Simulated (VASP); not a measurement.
# Tl (P6_3/mmc) in VASP: further runs

Runs on Tl. Level: PBEsol. Tasks: single point, relaxation of cell and atoms.

All numbers are computed with VASP 6.6.1; they aren't measurements. Logs are shortened: lines on timing, memory, paths and dates and some standing lists are left out, and cuts for length are marked.

**1. The cell of the first run**

The structure is hexagonal, space group P6_3/mmc (No. 194). Conventional cell: a = 3.458 Å, b = 3.458 Å, c = 5.519 Å, α = 90.00°, β = 90.00°, γ = 120.00°. Within 4.5 Å of Tl (site symmetry -6m2) lie 12 Tl at 3.41 to 3.46 Å.

**2. Single point, PBEsol**

INCAR

```
SYSTEM = Tl
  PREC = Accurate
  ENCUT = 520
  EDIFF = 1E-6
  ISMEAR = 0
  SIGMA = 0.05
  LREAL = .FALSE.
  LASPH = .TRUE.
  NELM = 100
  ALGO = Normal
  ISIF = 2
  LWAVE = .FALSE.
  LCHARG = .FALSE.
  GGA = PS
  NBANDS = 20
```

KPOINTS

```
Automatic mesh
0
G
  14 14 8
  0 0 0
```

POSCAR

```
Tl
1.0
    3.4579884139      0.0000000000      0.0000000000
   -1.7289942069      2.9947058124      0.0000000000
    0.0000000000      0.0000000000      5.5189494800
Tl
2
Direct
    0.3333333333      0.6666666667      0.7500000000
    0.6666666667      0.3333333333      0.2500000000
```

Potentials or basis: VASP PAW PBE potentials, release 64 (Tl_d).

The run is started by

```bash
cat potpaw_PBE.64/Tl_d/POTCAR > POTCAR
mpirun -np 1 vasp_std > vasp.out
```

OUTCAR:

```text
SYSTEM = Tl
   PREC = Accurate
   ENCUT = 520
   EDIFF = 1E-6
   ISMEAR = 0
   LREAL = .FALSE.
   LASPH = .TRUE.
   NELM = 100
   ISIF = 2
   GGA = PS

 ion  position               nearest neighbor table
   1  0.333  0.667  0.750-   2 3.41   2 3.41   2 3.41   2 3.41   2 3.41   2 3.41
   2  0.667  0.333  0.250-   1 3.41   1 3.41   1 3.41   1 3.41   1 3.41   1 3.41

  LATTYP: Found a hexagonal cell.
 ALAT       =     3.4579884139
 C/A-ratio  =     1.5959999917

  Lattice vectors:

 A1 = (   3.4579884139,   0.0000000000,   0.0000000000)
 A2 = (  -1.7289942069,   2.9947058124,   0.0000000000)
 A3 = (   0.0000000000,   0.0000000000,   5.5189494800)

Analysis of symmetry for initial positions (statically):
=====================================================================
 Subroutine PRICEL returns:
 Original cell was already a primitive cell.

 Routine SETGRP: Setting up the symmetry group for a
 hexagonal supercell.

 Subroutine GETGRP returns: Found 24 space group operations
 (whereof 12 operations were pure point group operations)
 out of a pool of 24 trial point group operations.

The static configuration has the point symmetry D_3d.
 The point group associated with its full space group is D_6h.

Analysis of symmetry for dynamics (positions and initial velocities):
=====================================================================
 Subroutine PRICEL returns:
 Original cell was already a primitive cell.

 Routine SETGRP: Setting up the symmetry group for a
 hexagonal supercell.

 Subroutine GETGRP returns: Found 24 space group operations
 (whereof 12 operations were pure point group operations)
 out of a pool of 24 trial point group operations.

The dynamic configuration has the point symmetry D_3d.
 The point group associated with its full space group is D_6h.

 Subroutine INISYM returns: Found 24 space group operations
 (whereof 12 operations are pure point group operations),
 and found     1 'primitive' translations

----------------------------------------------------------------------------------------

                                     Primitive cell

  volume of cell :      57.1524

  direct lattice vectors                    reciprocal lattice vectors
     3.457988414  0.000000000  0.000000000     0.289185469  0.166961308  0.000000000
    -1.728994207  2.994705812  0.000000000     0.000000000  0.333922616  0.000000000
     0.000000000  0.000000000  5.518949480     0.000000000  0.000000000  0.181193904

  length of vectors
     3.457988414  3.457988414  5.518949480     0.333922616  0.333922616  0.181193904

  position of ions in fractional coordinates (direct lattice)
     0.333333333  0.666666667  0.750000000
     0.666666667  0.333333333  0.250000000

  ion indices of the primitive-cell ions
   primitive index   ion index
                 1           1
                 2           2

----------------------------------------------------------------------------------------

 KPOINTS: Automatic mesh

Automatic generation of k-mesh.
 Grid dimensions read from file:
 generate k-points for:   14   14    8

 Generating k-lattice:

  Cartesian coordinates                     Fractional coordinates (reciprocal lattice)
     0.020656105  0.011925808  0.000000000     0.071428571 -0.000000000  0.000000000
     0.000000000  0.023851615  0.000000000     0.000000000  0.071428571  0.000000000
     0.000000000  0.000000000  0.022649238     0.000000000  0.000000000  0.125000000

  Length of vectors
     0.023851615  0.023851615  0.022649238

  Shift w.r.t. Gamma in fractional coordinates (k-lattice)
     0.000000000  0.000000000  0.000000000

 Subroutine IBZKPT returns following result:
 ===========================================

 Found    120 irreducible k-points:

 Following reciprocal coordinates:
            Coordinates               Weight
  0.000000  0.000000  0.000000      1.000000
  0.071429  0.000000  0.000000      6.000000
  0.142857  0.000000  0.000000      6.000000
  0.214286  0.000000  0.000000      6.000000
  0.285714 -0.000000  0.000000      6.000000
  0.357143  0.000000  0.000000      6.000000
[... 16 lines left out ...]
  0.285714  0.285714  0.000000      6.000000
  0.357143  0.285714  0.000000      6.000000
 [... further k-points ...]
   k-points           NKPTS =    120   k-points in BZ     NKDIM =    120   number of bands    NBANDS=     20
   number of dos      NEDOS =    301   number of ions     NIONS =      2
   total plane-waves  NPLWV =  32928
   dimension x,y,z NGX =    28 NGY =   28 NGZ =   42
   dimension x,y,z NGXF=    56 NGYF=   56 NGZF=   84
   ions per type =               2
   NGX,Y,Z   is equivalent  to a cutoff of  13.46, 13.46, 12.65 a.u.
   NGXF,Y,Z  is equivalent  to a cutoff of  26.92, 26.92, 25.30 a.u.
 SYSTEM =  Tl
   PREC   = accura    normal or accurate (medium, high low for compatibility)
   ISTART =      0    job   : 0-new  1-cont  2-samecut
   ICHARG =      2    charge: 1-file 2-atom 10-const
   ISPIN  =      1    spin polarized calculation?
   LNONCOLLINEAR =      F non collinear calculations
   LSORBIT =      F    spin-orbit coupling
   LASPH  =      T    aspherical Exc in radial PAW
   ENCUT  =  520.0 eV  38.22 Ry    6.18 a.u.   6.43  6.43 10.26*2*pi/ulx,y,z
   NELM   =    100;   NELMIN=  2; NELMDL= -5     # of ELM steps
   EDIFF  = 0.1E-05   stopping-criterion for ELM
   LREAL  =      F    real-space projection
   EDIFFG = 0.1E-04   stopping-criterion for IOM
   NSW    =      0    number of steps for IOM
   IBRION =     -1    ionic relax: 0-MD 1-quasi-New 2-CG
   NFREE  =      0    steps in history (QN), initial steepest desc. (CG)
   ISIF   =      2    stress and relaxation
   ISYM   =      2    0-nonsym 1-usesym 2-fastsym
   POTIM  = 0.5000    time-step for ionic-motion
   TEBEG  =    0.0;   TEEND  =   0.0 temperature during run
   PSTRESS=    0.0 pullay stress
   NELECT =      26.0000    total number of electrons
   NUPDOWN=      -1.0000    fix difference up-down
   EMIN   =  10.00;   EMAX   =-10.00  energy-range for DOS
   EFERMI =   0.00;   METHOD = LEGACY
   ISMEAR =     0;   SIGMA  =   0.05  broadening in eV -4-tet -1-fermi 0-gaus
   EFERMI_NEDOS =   21; number of points for ismear=-14 and -15
   IALGO  =     38    algorithm
   IMIX   =      4    mixing-type and parameters
     AMIX     =   0.40;   BMIX     =  1.00
     AMIX_MAG =   1.60;   BMIX_MAG =  1.00
  volume/ion in A,a.u.               =      28.58       192.84
  Fermi-wavevector in a.u.,A,eV,Ry     =   1.259084  2.379323 21.569201  1.585292
  Thomas-Fermi vector in A             =   2.392661
   LORBIT       =      0    0 simple, 1 ext, 2 COOP (PROOUT), +10 PAW based schemes
   GGA     = PS    functional components
   LHFCALC =     F    Hartree Fock is set to
   AEXX    =    0.0000 exact exchange contribution
   IVDW    =     0    specifies the selected vdW correction
   LEPSILON=     F    determine dielectric tensor
   LRPA    =     F    only Hartree local field effects (RPA)
 non-spin polarized calculation
 Gauss-broadening in eV      SIGMA  =   0.05
  energy-cutoff  :      520.00
  volume of cell :       57.15
 maximum number of plane-waves:      1562
 NGX is ok and might be reduce to    28
   NGX = 13   NGY = 13   NGZ = 21

 number of electron      26.0000003 magnetization

 Free energy of the ion-electron system (eV)
  ---------------------------------------------------
  ext. energy  EPLUGINS =         0.00000000
  ---------------------------------------------------
  free energy    TOTEN  =        -5.25518883 eV

  energy without entropy =       -5.25361450  energy(sigma->0) =       -5.25440166

 E-fermi :   6.4292     XC(G=0): -10.3703

 val. band max:        6.4199844390   @ k =   0.4286   0.0000   0.2500
 cond. band min:       6.4355212825   @ k =   0.2857   0.1429   0.5000
 fundamental gap:      0.0155368435
 Fermi energy:         6.4292314370

 k-point     1 :       0.0000    0.0000    0.0000
  band No.  band energies     occupation
      1      -5.3591      2.00000
      2      -5.1224      2.00000
      3      -5.1006      2.00000
      4      -5.1006      2.00000
      5      -5.0461      2.00000
      6      -5.0461      2.00000
[... 12 lines left out ...]
     19      17.1800      0.00000
     20      17.3450      0.00000

 k-point     2 :       0.0714    0.0000    0.0000
  band No.  band energies     occupation
      1      -5.3410      2.00000
      2      -5.1469      2.00000
      3      -5.0785      2.00000
      4      -5.0719      2.00000
      5      -5.0476      2.00000
      6      -5.0255      2.00000
[... 12 lines left out ...]
     19      17.3218      0.00000
     20      17.7244      0.00000

 k-point     3 :       0.1429    0.0000    0.0000
  band No.  band energies     occupation
      1      -5.3107      2.00000
      2      -5.1672      2.00000
      3      -5.0627      2.00000
      4      -5.0388      2.00000
      5      -5.0253      2.00000
      6      -5.0163      2.00000
[... 12 lines left out ...]
     19      16.8521      0.00000
     20      18.3805      0.00000

 k-point     4 :       0.2143    0.0000    0.0000
  band No.  band energies     occupation
      1      -5.3275      2.00000
      2      -5.1537      2.00000
      3      -5.1013      2.00000
      4      -5.0649      2.00000
      5      -5.0618      2.00000
      6      -4.9399      2.00000
[... 12 lines left out ...]
     19      16.3909      0.00000
     20      17.7244      0.00000

 k-point     5 :       0.2857   -0.0000    0.0000
  band No.  band energies     occupation
      1      -5.3778      2.00000
      2      -5.1787      2.00000
      3      -5.1710      2.00000
      4      -5.0993      2.00000
      5      -5.0192      2.00000
      6      -4.8513      2.00000
[... 12 lines left out ...]
     19      15.7203      0.00000
     20      17.0490      0.00000
[... 353 lines left out ...]
      6      -4.9160      2.00000
[... 12 lines left out ...]
     19      13.9322      0.00000
     20      18.8694      0.00000

 k-point    22 :       0.3571    0.2143    0.0000
  band No.  band energies     occupation
      1      -5.3603      2.00000
      2      -5.2770      2.00000
      3      -5.1260      2.00000
      4      -5.1046      2.00000
      5      -4.9737      2.00000
      6      -4.8974      2.00000
[... 12 lines left out ...]
     19      13.6756      0.00000
     20      18.7570      0.00000

 k-point    23 :       0.2857    0.2857    0.0000
  band No.  band energies     occupation
      1      -5.3654      2.00000
      2      -5.1712      2.00000
      3      -5.1662      2.00000
      4      -5.0890      2.00000
      5      -4.9868      2.00000
      6      -4.9136      2.00000
[... 12 lines left out ...]
     19      13.2506      0.00000
     20      20.7787      0.00000

 k-point    24 :       0.3571    0.2857    0.0000
  band No.  band energies     occupation
      1      -5.3778      2.00000
      2      -5.1707      2.00000
      3      -5.1105      2.00000
      4      -5.0673      2.00000
      5      -5.0147      2.00000
      6      -4.9612      2.00000
[... 12 lines left out ...]
     19      13.0295      0.00000
     20      20.7572      0.00000

 [... further k-points ...]
[... 5 lines left out ...]
  --------------------------------------------------------------------------------------
  -------------------------------------------------------------------------------------
  Total       -0.0133856     -0.0133856     -0.0611230     -0.0000000     -0.0000000      0.0000000
  in kB       -0.3752454     -0.3752454     -1.7134894     -0.0000000     -0.0000000      0.0000000
  external PRESSURE =      -0.8213267 kB  Pullay stress =       0.0000000 kB

 VOLUME and BASIS-vectors are now :
 -----------------------------------------------------------------------------
  energy-cutoff  :      520.00
  volume of cell :       57.15
      direct lattice vectors                 reciprocal lattice vectors
     3.457988414  0.000000000  0.000000000     0.289185469  0.166961308  0.000000000
    -1.728994207  2.994705812  0.000000000     0.000000000  0.333922616  0.000000000
     0.000000000  0.000000000  5.518949480     0.000000000  0.000000000  0.181193904

 POSITION                                       TOTAL-FORCE (eV/Angst)
 -----------------------------------------------------------------------------------
     -0.00000      1.99647      4.13921         0.000000     -0.000000      0.000000
      1.72899      0.99824      1.37974        -0.000000      0.000000      0.000000
 -----------------------------------------------------------------------------------
    total drift:                               -0.000000      0.000000      0.000000

  FREE ENERGIE OF THE ION-ELECTRON SYSTEM (eV)
  ---------------------------------------------------
  free  energy   TOTEN  =        -5.2551888252 eV

  energy  without entropy=       -5.2536145030  energy(sigma->0) =       -5.25440166
```

Wall time 60 s (1 thread of AMD EPYC 9R45 (Zen 5), shared host); peak memory 0.22 GiB.

What came out:

```
Free energy            : -5.2552 eV
Pressure               : -0.1 GPa
Band gap on the k mesh : zero (bands 13 and 14 overlap by 5.81 eV)
```

Stress tensor (GPa, compression positive):
```
-0.04  0.00  0.00
 0.00 -0.04  0.00
 0.00  0.00 -0.17
```

Caveat: the PAW data sets were made with another functional, which shifts forces and pressure a little; spin-orbit coupling is left out, which moves the levels of the heavy elements.

**3. Relaxation of cell and atoms, PBEsol**

This run uses another cell than the first one, of 28.68 Å³/atom.

INCAR

```
SYSTEM = Tl
  ALGO = Normal
  EDIFF = 1E-7
  EDIFFG = -0.01
  ENCUT = 600
  GGA = PS
  IBRION = 2
  ISIF = 3
  ISMEAR = 0
  LASPH = .TRUE.
  LCHARG = .FALSE.
  LREAL = .FALSE.
  LWAVE = .FALSE.
  NELM = 80
  NSW = 80
  PREC = Accurate
  SIGMA = 0.05
```

KPOINTS

```
k-points
0
G
  14 14 8
  0 0 0
```

POSCAR

```
Tl
1.0
    3.4600000000      0.0000000000      0.0000000000
   -1.7300000000      2.9964478971      0.0000000000
    0.0000000000      0.0000000000      5.5325400000
Tl
2
Direct
    0.3333333333      0.6666666667      0.7500000000
    0.6666666667      0.3333333333      0.2500000000
```

Potentials or basis: VASP PAW PBE potentials, release 64 (Tl_d).

The run is started by

```bash
cat potpaw_PBE.64/Tl_d/POTCAR > POTCAR
mpirun -np 1 vasp_std > vasp.out
```

It took 3 min on 1 thread of AMD EPYC 9R45 (Zen 5), shared host; peak memory 0.24 GiB.

It converged, with:

```yaml
Free_energy: -5.2554 eV
Relaxed_volume: 28.55 Å³/atom
Relaxed_cell: a = 3.459 Å, b = 3.459 Å, c = 5.513 Å, α = 90.00°, β = 90.00°, γ = 120.00°
Space_group_after_relaxing_to_0.1_Å: P6_3/mmc (No. 194)
Energy_gained_by_relaxing: 0.1 meV/atom
Ionic_steps: 5
Pressure_after_relaxing: 0.0 GPa
Band_gap_on_the_k_mesh: zero (bands 13 and 14 overlap by 5.83 eV)
```

Stress tensor (GPa, compression positive):
```
 0.05  0.00  0.00
 0.00  0.05  0.00
 0.00  0.00 -0.04
```

The path:
```csv
step,energy change (eV),largest force (eV/Å),pressure (GPa),volume (Å³)
1,0.0000,0.0000,-0.15,57.36
2,-0.0002,0.0000,0.00,57.14
3,-0.0002,0.0000,0.04,57.08
4,-0.0002,0.0000,0.03,57.09
5,-0.0002,0.0000,0.02,57.11
```

Final structure:
```cif
data_structure
_symmetry_space_group_name_H-M 'P 1'
_symmetry_Int_Tables_number 1
_cell_length_a 3.4585
_cell_length_b 3.4585
_cell_length_c 5.5127
_cell_angle_alpha 90.000
_cell_angle_beta 90.000
_cell_angle_gamma 120.000
_cell_volume 57.11
loop_
_atom_site_label
_atom_site_type_symbol
_atom_site_fract_x
_atom_site_fract_y
_atom_site_fract_z
_atom_site_occupancy
Tl1 Tl 0.33333 0.66667 0.75000 1
Tl2 Tl 0.66667 0.33333 0.25000 1
```

Levels at points of the mesh, in eV from the Fermi level:
```
           k point  band 11  band 12  band 13  band 14  band 15  band 16
(0.00, 0.00, 0.00)   -10.12    -5.13    -2.90     7.90     7.90    10.00
(0.50, 0.00, 0.00)    -5.84    -4.76    -0.73     0.48     1.29     3.75
(0.00, 0.00, 0.50)    -8.67    -8.67     3.35     3.35     8.89     8.89
(0.50, 0.00, 0.50)    -4.77    -4.77    -2.35    -2.35     5.49     5.49
```

Caveat: the PAW data sets were made with another functional, which shifts forces and pressure a little; spin-orbit coupling is left out, which moves the levels of the heavy elements.
